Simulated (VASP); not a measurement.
**Al2CdSi2: single point with PBE**

Crystal: Al2CdSi2.

```
Al Cd Si
1.0
     4.72228    0.00000    0.00000
    -2.36114    4.08962    0.00000
     0.00000    0.00000    8.16010
Al Cd Si
2 1 2
Direct
  0.00000 0.00000 0.66639
  0.00000 0.00000 0.33361
  0.00000 0.00000 0.00000
  0.33333 0.66667 0.00000
  0.66667 0.33333 0.00000
```

The cell was generated, and may not be a known phase.

- Program: VASP 6.6.1
- Task: single point
- Functional: PBE
- Potentials or basis: VASP PAW PBE potentials, release 64 (Al, Cd, Si)
- Cutoff: 520 eV
- k mesh: 6 × 6 × 2
- Occupations: gaussian, width 0.1 eV
- Spin: no spin polarisation

| Quantity | Value |
| --- | --- |
| Pressure | 0.1 GPa |
| Largest force | 0.013 eV/Å |
| Band gap on the k mesh | zero (bands 13 and 14 overlap by 1.05 eV) |

Forces on the atoms (eV/Å):
```
Al   0.000  0.000 -0.013
Al   0.000  0.000  0.013
Cd   0.000  0.000  0.000
Si   0.000  0.000  0.000
Si   0.000  0.000  0.000
```

Stress tensor (GPa, compression positive):
```
 0.15  0.00  0.00
 0.00  0.15  0.00
 0.00  0.00 -0.04
```

Levels at points of the mesh, in eV from the Fermi level:
| k point | band 11 | band 12 | band 13 | band 14 | band 15 | band 16 |
| --- | --- | --- | --- | --- | --- | --- |
| (0.00, 0.00, 0.00) | -1.39 | -0.79 | -0.79 | -0.24 | -0.03 | 2.43 |
| (0.50, 0.00, 0.00) | -2.84 | -1.46 | -0.56 | 0.83 | 1.60 | 2.18 |
| (0.00, 0.00, 0.50) | -1.39 | -1.39 | -0.77 | -0.77 | 1.16 | 1.85 |
| (0.50, 0.00, 0.50) | -1.83 | -1.27 | -0.73 | 0.87 | 1.25 | 1.30 |

Wall time 55 s on 1 thread of Intel Xeon 8259CL, on a shared host, peak memory 0.29 GiB.

Caveat: the k points lie up to 0.38 Å⁻¹ apart, too coarse for converged energies and pressures of a metal.
